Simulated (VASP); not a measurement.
Set up this calculation in VASP 6.6.1, as the native input.

* Task: single point
* Functional: PBEsol
* Potentials or basis: VASP PAW PBE potentials, release 64 (Ti_sv)
* Cutoff: 520 eV
* k mesh: 12 × 12 × 14
* Occupations: gaussian, width 0.15 eV
* Spin: no spin polarisation
* Dipole correction: no
* Further INCAR settings: ALGO = Fast; EDIFF = 1e-06; NBANDS = 25

The structure of Ti lies in POSCAR:

```
Ti
1.0
    4.3795000000      0.0000000000      0.0000000000
   -2.1897500000      3.7927582559      0.0000000000
    0.0000000000      0.0000000000      2.7312000000
Ti
3
Direct
    0.0000000000      0.0000000000      0.0000000000
    0.3333333333      0.6666666667      0.5000000000
    0.6666666667      0.3333333333      0.5000000000
```

The input as run:

INCAR

```
SYSTEM = Ti
  PREC = Accurate
  ENCUT = 520
  EDIFF = 1E-6
  ISMEAR = 0
  SIGMA = 0.15
  LREAL = .False.
  LASPH = .True.
  NELM = 100
  ALGO = Fast
  ISIF = 2
  LWAVE = .False.
  LCHARG = .False.
  GGA = PS
  NBANDS = 25
```

KPOINTS

```
Automatic mesh
0
Gamma
  12 12 14
  0 0 0
```

Potentials or basis: VASP PAW PBE potentials, release 64 (Ti_sv).

The run is started by

```bash
$ cat potpaw_PBE.64/Ti_sv/POTCAR > POTCAR
$ mpirun -np 1 vasp_std > vasp.out
```

It gave:

```
Pressure               : 11.3 GPa
Band gap on the k mesh : zero (band 18 reaches 9.93 eV, above the bottom of band 19 at 9.48 eV)
```

Caveat: the PAW data sets were made with another functional, which shifts forces and pressure a little.

Wall time 5.3 min on 1 thread of Intel(R) Xeon(R) Platinum 8375C CPU @ 2.90GHz (Ice Lake), on a shared host, peak memory 0.25 GiB.
